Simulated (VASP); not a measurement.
# Ti (Im-3m) in VASP: notebook

The runs below take Ti through single point, relaxation of cell and atoms, with PBEsol.

Program: VASP 6.6.1. These are calculated values, not measurements. Logs are shortened: lines on timing, memory, paths and dates and some standing lists are left out, and cuts for length are marked.

### Step 1. The cell of the first run

Symmetry: Im-3m, No. 229, cubic system. The conventional cell has a = 2.879 Å, b = 2.879 Å, c = 2.879 Å, α = 90.00°, β = 90.00°, γ = 90.00°. Within 3.3 Å of Ti (site symmetry m-3m) lie 14 Ti at 2.49 to 2.88 Å.

This isn't the form of Ti at room conditions, which is hcp.

### Step 2. Single point, PBEsol

INCAR reads:

```
ALGO     = Normal         # electronic algorithm
EDIFF    = 1E-6           # SCF threshold, eV
ENCUT    = 500            # plane-wave cutoff, eV
GGA      = PS             # functional
GGA_COMPAT= False        
ISIF     = 2              # what is computed and relaxed
ISMEAR   = 1              # smearing method
LASPH    = True           # aspherical terms in the spheres
LCHARG   = False          # write CHGCAR
LREAL    = False          # projectors in reciprocal space
LWAVE    = False          # write WAVECAR
NBANDS   = 12             # bands
NELM     = 120            # most SCF steps
PREC     = Accurate       # precision mode
SIGMA    = 0.1            # smearing width, eV
```

KPOINTS reads:

```
k-points
0
Gamma
  11 11 11
```

POSCAR reads:

```
Ti
1.0
   -1.4396355650      1.4396355650      1.4396355650
    1.4396355650     -1.4396355650      1.4396355650
    1.4396355650      1.4396355650     -1.4396355650
Ti
1
Direct
    0.0000000000      0.0000000000      0.0000000000
```

Potentials or basis: VASP PAW PBE potentials, release 64 (Ti_sv).

Started as:

```bash
> cat potpaw_PBE.64/Ti_sv/POTCAR > POTCAR
> mpirun -np 1 vasp_std > vasp.out
```

OUTCAR:

```text
EDIFF = 1E-6
   ENCUT = 500
   GGA = PS
   ISIF = 2
   ISMEAR = 1
   LASPH = True
   LREAL = False
   NELM = 120
   PREC = Accurate

 ion  position               nearest neighbor table
   1  0.000  0.000  0.000-

  LATTYP: Found a body centered cubic cell.
 ALAT       =     2.8792711300

  Lattice vectors:

 A1 = (  -1.4396355650,   1.4396355650,   1.4396355650)
 A2 = (   1.4396355650,  -1.4396355650,   1.4396355650)
 A3 = (   1.4396355650,   1.4396355650,  -1.4396355650)

Analysis of symmetry for initial positions (statically):
=====================================================================
 Subroutine PRICEL returns:
 Original cell was already a primitive cell.

 Routine SETGRP: Setting up the symmetry group for a
 body centered cubic supercell.

 Subroutine GETGRP returns: Found 48 space group operations
 (whereof 48 operations were pure point group operations)
 out of a pool of 48 trial point group operations.

The static configuration has the point symmetry O_h .

Analysis of symmetry for dynamics (positions and initial velocities):
=====================================================================
 Subroutine PRICEL returns:
 Original cell was already a primitive cell.

 Routine SETGRP: Setting up the symmetry group for a
 body centered cubic supercell.

 Subroutine GETGRP returns: Found 48 space group operations
 (whereof 48 operations were pure point group operations)
 out of a pool of 48 trial point group operations.

The dynamic configuration has the point symmetry O_h .

 Subroutine INISYM returns: Found 48 space group operations
 (whereof 48 operations are pure point group operations),
 and found     1 'primitive' translations

----------------------------------------------------------------------------------------

                                     Primitive cell

  volume of cell :      11.9349

  direct lattice vectors                    reciprocal lattice vectors
    -1.439635565  1.439635565  1.439635565     0.000000000  0.347310119  0.347310119
     1.439635565 -1.439635565  1.439635565     0.347310119  0.000000000  0.347310119
     1.439635565  1.439635565 -1.439635565     0.347310119  0.347310119  0.000000000

  length of vectors
     2.493521943  2.493521943  2.493521943     0.491170681  0.491170681  0.491170681

  position of ions in fractional coordinates (direct lattice)
     0.000000000  0.000000000  0.000000000

  ion indices of the primitive-cell ions
   primitive index   ion index
                 1           1

----------------------------------------------------------------------------------------

 KPOINTS: k-points

Automatic generation of k-mesh.
 Grid dimensions read from file:
 generate k-points for:   11   11   11

 Generating k-lattice:

  Cartesian coordinates                     Fractional coordinates (reciprocal lattice)
     0.000000000  0.031573647  0.031573647     0.090909091  0.000000000  0.000000000
     0.031573647  0.000000000  0.031573647     0.000000000  0.090909091  0.000000000
     0.031573647  0.031573647  0.000000000     0.000000000  0.000000000  0.090909091

  Length of vectors
     0.044651880  0.044651880  0.044651880

  Shift w.r.t. Gamma in fractional coordinates (k-lattice)
     0.000000000  0.000000000  0.000000000

 Subroutine IBZKPT returns following result:
 ===========================================

 Found     56 irreducible k-points:

 Following reciprocal coordinates:
            Coordinates               Weight
  0.000000  0.000000  0.000000      1.000000
  0.090909  0.000000  0.000000     12.000000
  0.181818  0.000000  0.000000     12.000000
  0.272727  0.000000  0.000000     12.000000
  0.363636  0.000000  0.000000     12.000000
  0.454545  0.000000  0.000000     12.000000
[... 16 lines left out ...]
  0.272727  0.181818  0.090909     48.000000
  0.363636  0.181818  0.090909     24.000000
 [... further k-points ...]
   k-points           NKPTS =     56   k-points in BZ     NKDIM =     56   number of bands    NBANDS=     12
   number of dos      NEDOS =    301   number of ions     NIONS =      1
   total plane-waves  NPLWV =   5832
   dimension x,y,z NGX =    18 NGY =   18 NGZ =   18
   dimension x,y,z NGXF=    36 NGYF=   36 NGZF=   36
   ions per type =               1
   NGX,Y,Z   is equivalent  to a cutoff of  12.00, 12.00, 12.00 a.u.
   NGXF,Y,Z  is equivalent  to a cutoff of  24.00, 24.00, 24.00 a.u.
 SYSTEM =  unknown system
   PREC   = accura    normal or accurate (medium, high low for compatibility)
   ISTART =      0    job   : 0-new  1-cont  2-samecut
   ICHARG =      2    charge: 1-file 2-atom 10-const
   ISPIN  =      1    spin polarized calculation?
   LNONCOLLINEAR =      F non collinear calculations
   LSORBIT =      F    spin-orbit coupling
   LASPH  =      T    aspherical Exc in radial PAW
   ENCUT  =  500.0 eV  36.75 Ry    6.06 a.u.   4.55  4.55  4.55*2*pi/ulx,y,z
   NELM   =    120;   NELMIN=  2; NELMDL= -5     # of ELM steps
   EDIFF  = 0.1E-05   stopping-criterion for ELM
   LREAL  =      F    real-space projection
   EDIFFG = 0.1E-04   stopping-criterion for IOM
   NSW    =      0    number of steps for IOM
   IBRION =     -1    ionic relax: 0-MD 1-quasi-New 2-CG
   NFREE  =      0    steps in history (QN), initial steepest desc. (CG)
   ISIF   =      2    stress and relaxation
   ISYM   =      2    0-nonsym 1-usesym 2-fastsym
   POTIM  = 0.5000    time-step for ionic-motion
   TEBEG  =    0.0;   TEEND  =   0.0 temperature during run
   PSTRESS=    0.0 pullay stress
   NELECT =      12.0000    total number of electrons
   NUPDOWN=      -1.0000    fix difference up-down
   EMIN   =  10.00;   EMAX   =-10.00  energy-range for DOS
   EFERMI =   0.00;   METHOD = LEGACY
   ISMEAR =     1;   SIGMA  =   0.10  broadening in eV -4-tet -1-fermi 0-gaus
   EFERMI_NEDOS =   21; number of points for ismear=-14 and -15
   IALGO  =     38    algorithm
   IMIX   =      4    mixing-type and parameters
     AMIX     =   0.40;   BMIX     =  1.00
     AMIX_MAG =   1.60;   BMIX_MAG =  1.00
  volume/ion in A,a.u.               =      11.93        80.54
  Fermi-wavevector in a.u.,A,eV,Ry     =   1.640071  3.099285 36.597404  2.689833
  Thomas-Fermi vector in A             =   2.730771
   LORBIT       =      0    0 simple, 1 ext, 2 COOP (PROOUT), +10 PAW based schemes
   GGA     = PS    functional components
   LHFCALC =     F    Hartree Fock is set to
   AEXX    =    0.0000 exact exchange contribution
   IVDW    =     0    specifies the selected vdW correction
   LEPSILON=     F    determine dielectric tensor
   LRPA    =     F    only Hartree local field effects (RPA)
 non-spin polarized calculation
 Methfessel and Paxton  Order N= 1 SIGMA  =   0.10
  energy-cutoff  :      500.00
  volume of cell :       11.93
 maximum number of plane-waves:       321
   NGX =  9   NGY =  9   NGZ =  9

 number of electron      12.0000005 magnetization

 Free energy of the ion-electron system (eV)
  ---------------------------------------------------
  ext. energy  EPLUGINS =         0.00000000
  ---------------------------------------------------
  free energy    TOTEN  =        -7.56026851 eV

  energy without entropy =       -7.55977566  energy(sigma->0) =       -7.56010423

 E-fermi :  12.5111     XC(G=0): -13.5471

 val. band max:       12.4815840274   @ k =   0.1818   0.1818   0.0000
 cond. band min:      12.5132717628   @ k =   0.2727   0.1818   0.1818
 fundamental gap:      0.0316877354
 Fermi energy:        12.5111158312

 k-point     1 :       0.0000    0.0000    0.0000
  band No.  band energies     occupation
      1     -43.3758      2.00000
      2     -18.4718      2.00000
      3     -18.4718      2.00000
      4     -18.4718      2.00000
      5       6.0583      2.00000
      6      13.6757     -0.00000
      7      13.6757     -0.00000
      8      13.6757     -0.00000
      9      16.4318      0.00000
     10      16.4318      0.00000
     11      32.6495      0.00000
     12      32.6495      0.00000

 k-point     2 :       0.0909    0.0000    0.0000
  band No.  band energies     occupation
      1     -43.3334      2.00000
      2     -18.6538      2.00000
      3     -18.5229      2.00000
      4     -18.4744      2.00000
      5       6.4706      2.00000
      6      13.4581     -0.00000
      7      13.6079     -0.00000
      8      14.0129     -0.00000
      9      16.1730      0.00000
     10      16.4424      0.00000
     11      32.7345      0.00000
     12      32.7625      0.00000

 k-point     3 :       0.1818    0.0000    0.0000
  band No.  band energies     occupation
      1     -43.2179      2.00000
      2     -19.1277      2.00000
      3     -18.6580      2.00000
      4     -18.4816      2.00000
      5       7.5460      2.00000
      6      12.9158     -0.00000
      7      13.2799     -0.00000
      8      14.9703      0.00000
      9      15.8939      0.00000
     10      16.5026      0.00000
     11      32.2973      0.00000
     12      32.5098      0.00000
[... 286 lines left out ...]
 k-point    23 :       0.2727    0.1818    0.0909
  band No.  band energies     occupation
      1     -42.8154      2.00000
      2     -20.2086      2.00000
      3     -19.2837      2.00000
      4     -18.8161      2.00000
      5      10.5419      2.00000
      6      11.4398      2.00000
      7      12.7390     -0.00588
      8      16.7257      0.00000
      9      17.1329      0.00000
     10      21.2505      0.00000
     11      27.0584      0.00000
     12      28.3373      0.00000

 k-point    24 :       0.3636    0.1818    0.0909
  band No.  band energies     occupation
      1     -42.7825      2.00000
      2     -20.2219      2.00000
      3     -19.4180      2.00000
      4     -18.8328      2.00000
      5      10.4206      2.00000
      6      11.3849      2.00000
      7      13.2828     -0.00000
      8      16.8516      0.00000
      9      17.1822      0.00000
     10      22.2349      0.00000
     11      25.7445      0.00000
     12      27.9363      0.00000

 [... further k-points ...]

------------------------ aborting loop because EDIFF is reached ----------------------------------------

  FORCE on cell =-STRESS in cart. coord.  units (eV):
  Direction    XX          YY          ZZ          XY          YZ          ZX
  --------------------------------------------------------------------------------------
  -------------------------------------------------------------------------------------
  Total        4.4143142      4.4143142      4.4143142     -0.0000000     -0.0000000     -0.0000000
  in kB      592.5924778    592.5924778    592.5924778     -0.0000000     -0.0000000     -0.0000000
  external PRESSURE =     592.5924778 kB  Pullay stress =       0.0000000 kB

 VOLUME and BASIS-vectors are now :
 -----------------------------------------------------------------------------
  energy-cutoff  :      500.00
  volume of cell :       11.93
      direct lattice vectors                 reciprocal lattice vectors
    -1.439635565  1.439635565  1.439635565     0.000000000  0.347310119  0.347310119
     1.439635565 -1.439635565  1.439635565     0.347310119  0.000000000  0.347310119
     1.439635565  1.439635565 -1.439635565     0.347310119  0.347310119  0.000000000

 POSITION                                       TOTAL-FORCE (eV/Angst)
 -----------------------------------------------------------------------------------
      0.00000      0.00000      0.00000         0.000000     -0.000000     -0.000000
 -----------------------------------------------------------------------------------
    total drift:                                0.000000      0.000000      0.000000

  FREE ENERGIE OF THE ION-ELECTRON SYSTEM (eV)
  ---------------------------------------------------
  free  energy   TOTEN  =        -7.5602685094 eV

  energy  without entropy=       -7.5597756615  energy(sigma->0) =       -7.56010423
```

It took 3.3 s on 1 thread of Intel Xeon 6975P-C (Granite Rapids), shared host; peak memory 0.12 GiB.

What came out:

```yaml
Free_energy: -7.5603 eV
Pressure: 59.3 GPa
Band_gap_on_the_k_mesh: zero (bands 6 and 7 overlap by 2.20 eV)
```

Levels at points of the mesh, in eV from the Fermi level:
| k point | band 4 | band 5 | band 6 | band 7 | band 8 | band 9 |
| --- | --- | --- | --- | --- | --- | --- |
| (0.00, 0.00, 0.00) | -30.98 | -6.45 | 1.16 | 1.16 | 1.16 | 3.92 |

Caveat: the cell stands under pressure; the PAW data sets were made with another functional, which shifts forces and pressure a little.

### Step 3. Single point, PBEsol

This run uses another cell than the first one, of 12.93 Å³/atom.

INCAR reads:

```
  PREC = Accurate
  ENCUT = 500
  EDIFF = 1E-6
  ISMEAR = 1
  SIGMA = 0.1
  LREAL = False
  LASPH = True
  NELM = 120
  ALGO = Normal
  ISIF = 2
  LWAVE = False
  LCHARG = False
  GGA = PS
  NBANDS = 12
  GGA_COMPAT = False
```

KPOINTS reads:

```
Automatic mesh
0
Gamma
  11 11 11
```

POSCAR reads:

```
Ti
1.0
   -1.4784892031      1.4784892031      1.4784892031
    1.4784892031     -1.4784892031      1.4784892031
    1.4784892031      1.4784892031     -1.4784892031
Ti
1
Direct
    0.0000000000      0.0000000000      0.0000000000
```

Potentials or basis: VASP PAW PBE potentials, release 64 (Ti_sv).

Started as:

```bash
> cat potpaw_PBE.64/Ti_sv/POTCAR > POTCAR
> mpirun -np 1 vasp_std > vasp.out
```

It took 3.8 s on 1 thread of Intel Xeon 6975P-C (Granite Rapids), shared host; peak memory 0.12 GiB.

It converged, with:

```yaml
Free_energy: -7.8627 eV
Pressure: 39.1 GPa
Band_gap_on_the_k_mesh: zero (bands 6 and 7 overlap by 2.11 eV)
```

Levels at points of the mesh, in eV from the Fermi level:
```csv
k point,band 3,band 4,band 5,band 6,band 7,band 8,band 9,band 10
"(0.00, 0.00, 0.00)",-31.21,-31.21,-6.38,1.20,1.20,1.20,3.72,3.72
```

Caveat: the cell stands under pressure; the PAW data sets were made with another functional, which shifts forces and pressure a little.

### Step 4. Single point, PBEsol

This run uses another cell than the first one, of 14.33 Å³/atom.

INCAR reads:

```
  ALGO = Normal
  EDIFF = 1E-6
  ENCUT = 500
  GGA = PS
  GGA_COMPAT = F
  ISIF = 2
  ISMEAR = 1
  LASPH = T
  LCHARG = F
  LREAL = F
  LWAVE = F
  NBANDS = 12
  NELM = 120
  PREC = Accurate
  SIGMA = 0.1
```

KPOINTS reads:

```
k-points
0
Gamma
  11 11 11
```

POSCAR reads:

```
Ti
1.0
   -1.5301352211      1.5301352211      1.5301352211
    1.5301352211     -1.5301352211      1.5301352211
    1.5301352211      1.5301352211     -1.5301352211
Ti
1
Direct
    0.0000000000      0.0000000000      0.0000000000
```

Started as:

```bash
> cat potpaw_PBE.64/Ti_sv/POTCAR > POTCAR
> mpirun -np 1 vasp_std > vasp.out
```

Run time: 3.9 s. Hardware: 1 thread of Intel Xeon 6975P-C (Granite Rapids), shared host; peak memory 0.12 GiB.

The run converged. Its results:

```
Free energy            : -8.1159 eV
Pressure               : 19.6 GPa
Band gap on the k mesh : zero (bands 6 and 7 overlap by 1.93 eV)
```

Levels at points of the mesh, in eV from the Fermi level:
```csv
k point,band 4,band 5,band 6,band 7,band 8,band 9
"(0.00, 0.00, 0.00)",-31.56,-6.26,1.18,1.18,1.18,3.41
```

Caveat: the cell stands under pressure; the PAW data sets were made with another functional, which shifts forces and pressure a little.

### Step 5. Single point, PBEsol

This run uses another cell than the first one, of 16.49 Å³/atom.

INCAR reads:

```
PREC = Accurate
ENCUT = 500
EDIFF = 1E-6
ISMEAR = 1
SIGMA = 0.1
LREAL = False
LASPH = True
NELM = 120
ALGO = Normal
ISIF = 2
LWAVE = False
LCHARG = False
GGA = PS
NBANDS = 12
GGA_COMPAT = False
```

KPOINTS reads:

```
Automatic mesh
0
Gamma
  11 11 11
```

POSCAR reads:

```
Ti
1.0
   -1.6035533848      1.6035533848      1.6035533848
    1.6035533848     -1.6035533848      1.6035533848
    1.6035533848      1.6035533848     -1.6035533848
Ti
1
Direct
    0.0000000000      0.0000000000      0.0000000000
```

Started as:

```bash
> cat potpaw_PBE.64/Ti_sv/POTCAR > POTCAR
> mpirun -np 1 vasp_std > vasp.out
```

Wall time 3.9 s (1 thread of Intel Xeon 6975P-C (Granite Rapids), shared host); peak memory 0.13 GiB.

Results (log left out):

```
Free energy            : -8.2344 eV
Pressure               : -0.4 GPa
Band gap on the k mesh : zero (bands 6 and 7 overlap by 1.70 eV)
```

Levels at points of the mesh, in eV from the Fermi level:
```csv
k point,band 2,band 3,band 4,band 5,band 6,band 7,band 8,band 9,band 10,band 11
"(0.00, 0.00, 0.00)",-32.05,-32.05,-32.05,-6.04,1.06,1.06,1.06,2.95,2.95,17.81
```

Caveat: the PAW data sets were made with another functional, which shifts forces and pressure a little.

### Step 6. Relaxation of cell and atoms, PBEsol

This run uses another cell than the first one, of 17.64 Å³/atom.

INCAR reads:

```
PREC = Accurate ; ENCUT = 500
EDIFF = 1E-7 ; ISMEAR = 1
SIGMA = 0.1 ; LREAL = False
LASPH = True ; NELM = 120
ALGO = Normal ; ISIF = 3
LWAVE = False ; LCHARG = False
GGA = PS ; IBRION = 2
NSW = 80 ; EDIFFG = -0.03
GGA_COMPAT = False ; NELMIN = 4
```

KPOINTS is that of step 5.

POSCAR reads:

```
Ti
1.0
   -1.6400000000      1.6400000000      1.6400000000
    1.6400000000     -1.6400000000      1.6400000000
    1.6400000000      1.6400000000     -1.6400000000
Ti
1
Direct
    0.0000000000      0.0000000000      0.0000000000
```

Potentials or basis: VASP PAW PBE potentials, release 64 (Ti_sv).

Started as:

```bash
> cat potpaw_PBE.64/Ti_sv/POTCAR > POTCAR
> mpirun -np 1 vasp_std > vasp.out
```

Run time: 11 s. Hardware: 1 thread of Intel Xeon 6975P-C (Granite Rapids), shared host; peak memory 0.15 GiB.

The run converged. Its results:

- Free energy: -8.2350 eV
- Relaxed volume: 16.44 Å³/atom
- Relaxed cell: a = 2.775 Å, b = 2.775 Å, c = 2.775 Å, α = 109.47°, β = 109.47°, γ = 109.47°
- Space group after relaxing (to 0.1 Å): Im-3m (No. 229)
- Energy gained by relaxing: 28.1 meV/atom
- Ionic steps: 3
- Pressure after relaxing: 0.0 GPa
- Band gap on the k mesh: zero (bands 6 and 7 overlap by 1.70 eV)

The path:
| step | energy change (eV) | largest force (eV/Å) | pressure (GPa) | volume (Å³) |
| --- | --- | --- | --- | --- |
| 1 | 0.0000 | 0.0000 | -7.08 | 17.64 |
| 2 | -0.0163 | 0.0000 | 5.48 | 15.73 |
| 3 | -0.0281 | 0.0000 | -0.02 | 16.44 |

Final structure:
```cif
data_structure
_symmetry_space_group_name_H-M 'P 1'
_symmetry_Int_Tables_number 1
_cell_length_a 2.7746
_cell_length_b 2.7746
_cell_length_c 2.7746
_cell_angle_alpha 109.471
_cell_angle_beta 109.471
_cell_angle_gamma 109.471
_cell_volume 16.44
loop_
_atom_site_label
_atom_site_type_symbol
_atom_site_fract_x
_atom_site_fract_y
_atom_site_fract_z
_atom_site_occupancy
Ti1 Ti 0.00000 0.00000 0.00000 1
```

Levels at points of the mesh, in eV from the Fermi level:
| k point | band 4 | band 5 | band 6 | band 7 | band 8 | band 9 |
| --- | --- | --- | --- | --- | --- | --- |
| (0.00, 0.00, 0.00) | -32.04 | -6.05 | 1.06 | 1.06 | 1.06 | 2.96 |

Caveat: the PAW data sets were made with another functional, which shifts forces and pressure a little.

### Step 7. Overview

| task | cell | gap on the mesh (eV) | pressure (GPa) |
| --- | --- | --- | --- |
| single point | a = 2.494 Å, angles 109.5°, 1 atom | none | 59.3 |
| single point | a = 2.561 Å, angles 109.5°, 1 atom | none | 39.1 |
| single point | a = 2.650 Å, angles 109.5°, 1 atom | none | 19.6 |
| single point | a = 2.777 Å, angles 109.5°, 1 atom | none | -0.4 |
| relaxation of cell and atoms | relaxed from a = 2.841 Å, angles 109.5°, 1 atom | none | 0.0 |

Alike in all rows: level PBEsol; potentials or basis VASP PAW PBE potentials, release 64 (Ti_sv); no spin polarisation; k mesh 11 × 11 × 11; cutoff (eV) 500; smearing methfessel-paxton 0.1 eV.

Caveats: the PAW data sets were made with another functional, which shifts forces and pressure a little; the cell stands under pressure (at least some runs).

Total energies depend on the potentials used, so only differences within one code and one set of settings carry meaning.
